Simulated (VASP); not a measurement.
A run of VASP 6.6.1:

Contents of INCAR:

```
  PREC = Accurate
  ENCUT = 520
  EDIFF = 1E-6
  ISMEAR = -1
  SIGMA = 0.1
  LREAL = False
  LASPH = True
  NELM = 60
  ALGO = Normal
  ISIF = 2
  LWAVE = False
  LCHARG = False
  GGA = PE
  NBANDS = 88
```

The input KPOINTS:

```
regular mesh
0
Gamma
  2 2 2
```

The input POSCAR:

```
Zn12F
1.0
    5.3200000000      0.0000000000      0.0000000000
   -3.9900000000      6.9108830000      0.0000000000
    0.0000000000      0.0000000000      4.9369600000
Zn F
12 1
Direct
   -0.0480323700     -0.0109103280      0.0270611875
    0.3461188358      0.1831459164      0.5397451063
   -0.1461671931      0.3251104092     -0.2743996305
    0.3681722827      0.6434778305      0.7663015297
   -0.0958057539      0.7054670149     -0.0189995463
    0.1836375782      0.8240480992      0.4498719860
    0.4246755229     -0.0166983003     -0.0270004213
    0.7560178075      0.2447154727      0.2521389681
    0.4469817133      0.3232437881     -0.0214301919
    0.6354123886      0.5308004780      0.5402312354
    0.4215084129      0.6715350267      0.2105344179
    0.7463638003      0.9281592526      0.5272272816
    0.1975021117      0.3790253720      0.3364216036
```

Potentials or basis: VASP PAW PBE potentials, release 64 (Zn, F).

Command:

```sh
$ cat potpaw_PBE.64/Zn/POTCAR potpaw_PBE.64/F/POTCAR > POTCAR
$ mpirun -np 1 vasp_std > vasp.out
```

Hardware: 1 thread of Intel(R) Xeon(R) 6975P-C (Granite Rapids), with other jobs on the host.

Q: How long does it take, and how much memory?

A: It took 100 s on 1 thread of Intel(R) Xeon(R) 6975P-C (Granite Rapids), with other jobs on the host, peak memory 0.32 GiB. Counts: scf iterations 17, k points 8.
